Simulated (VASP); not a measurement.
Set up this calculation in VASP 6.6.1, as the native input.

| Quantity | Value |
| --- | --- |
| Task | relaxation of cell and atoms |
| Functional | PBEsol |
| Dispersion | D4 |
| Potentials or basis | VASP PAW PBE potentials, release 64 (K_sv, Mg, F) |
| Cutoff | 600 eV |
| k mesh | 7 × 7 × 7 |
| Occupations | fermi-dirac, width 0.05 eV |
| Spin | no spin polarisation |
| Dipole correction | no |
| Further INCAR settings | ALGO = Normal; EDIFF = 1e-07; IBRION = 2; EDIFFG = -0.01; NSW = 60; ISIF = 3 |

The structure of KMgF3 lies in POSCAR:

```
KMgF3
1.0
    3.9859000000      0.0000000000      0.0000000000
    0.0000000000      3.9859000000      0.0000000000
    0.0000000000      0.0000000000      3.9859000000
K Mg F
1 1 3
Direct
    0.5000000000      0.5000000000      0.5000000000
    0.0000000000      0.0000000000      0.0000000000
    0.0000000000      0.0000000000      0.5000000000
    0.0000000000      0.5000000000      0.0000000000
    0.5000000000      0.0000000000      0.0000000000
```

The input as run:

INCAR

```
SYSTEM = KMgF3
  ALGO = Normal
  EDIFF = 1E-7
  EDIFFG = -0.01
  ENCUT = 600
  GGA = PS
  IBRION = 2
  ISIF = 3
  ISMEAR = -1
  IVDW = 13
  LASPH = .True.
  LCHARG = .False.
  LREAL = .False.
  LWAVE = .False.
  NELM = 60
  NSW = 60
  PREC = Accurate
  SIGMA = 0.05
```

KPOINTS

```
k-points
0
Gamma
  7 7 7
  0 0 0
```

Potentials or basis: VASP PAW PBE potentials, release 64 (K_sv, Mg, F).

Launch:

```bash
$ cat potpaw_PBE.64/K_sv/POTCAR potpaw_PBE.64/Mg/POTCAR potpaw_PBE.64/F/POTCAR > POTCAR
$ mpirun -np 1 vasp_std > vasp.out
```

It gave:

* Relaxed volume: 12.53 Å³/atom
* Relaxed cell: a = 3.971 Å, b = 3.971 Å, c = 3.971 Å, α = 90.00°, β = 90.00°, γ = 90.00°
* Space group after relaxing (to 0.1 Å): Pm-3m (No. 221)
* Energy gained by relaxing: 0.4 meV/atom
* Ionic steps: 3
* Pressure after relaxing: 0.0 GPa
* Band gap on the k mesh: 7.24 eV (least direct gap 7.53 eV)
* Dispersion energy per atom: -0.051 eV

Caveat: the PAW data sets were made with another functional, which shifts forces and pressure a little; an odd mesh through Γ misses points on the zone boundary, where band edges can lie.

Run time: 120 s on 1 thread of Intel Xeon 8259CL, with other jobs on the host, peak memory 0.2 GiB.
